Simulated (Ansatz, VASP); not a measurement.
## Two plane-wave programs on GaAs

INCAR

```
SYSTEM = GaAs
ALGO = Normal
EDIFF = 1E-6
ENCUT = 520
ISIF = 2
ISMEAR = 0
LASPH = .TRUE.
LCHARG = .FALSE.
LREAL = .FALSE.
LWAVE = .FALSE.
NBANDS = 16
NELM = 100
PREC = Accurate
SIGMA = 0.01
```

Contents of KPOINTS:

```
k-points
0
G
  12 12 12
  0 0 0
```

POSCAR

```
GaAs
1.0
    0.0000000000      2.7827717831      2.7827717831
    2.7827717831      0.0000000000      2.7827717831
    2.7827717831      2.7827717831      0.0000000000
Ga As
1 1
Direct
    0.0000000000      0.0000000000      0.0000000000
    0.7500000000      0.7500000000      0.7500000000
```

Input for Ansatz:

```yaml
crystal:
  lattice:
    - [0.0, 2.7827717831, 2.7827717831]
    - [2.7827717831, 0.0, 2.7827717831]
    - [2.7827717831, 2.7827717831, 0.0]
  atoms:
    - { symbol: Ga, position: [0.0, 0.0, 0.0] }
    - { symbol: As, position: [0.75, 0.75, 0.75] }
basis:
  ecutwfc: 420
kpoints:
  mp_grid: { grid: [12, 12, 12] }
hamiltonian:
  xc: lda
scf:
  occupations: { method: fixed }
output:
  forces: true
  stress: true
  eigenvalues: true
```

Alike in both runs: task single point; functional LDA; k mesh 12 × 12 × 12; no spin polarisation.

```csv
,VASP,Ansatz
version,VASP 6.6.1,Ansatz 0.2.0
potentials or method,"VASP PAW LDA potentials, release 64 (Ga_d, As), cutoff 520 eV","scalar-relativistic, plane waves, PAW"
occupations,"gaussian, width 0.01 eV",fixed
valence electrons in the cell,18,28
```

VASP gave:

| Item | Value |
| --- | --- |
| gap on the k mesh at the Fermi level (eV) | 0.69 |
| least direct gap on the mesh (eV) | 0.69 |
| pressure (GPa) | 1.9 |

Problem. What did Ansatz give for the same quantities?

Solution. gap on the k mesh at the Fermi level (eV): 0.64; least direct gap on the mesh (eV): 0.64; pressure (GPa): 1.6.

LDA's correlation is that of Perdew and Zunger in VASP and of Perdew and Wang (1992) in Ansatz. VASP's potentials hold 18 valence electrons a cell and Ansatz's 28, so a difference there can come from the potentials and not from the codes.
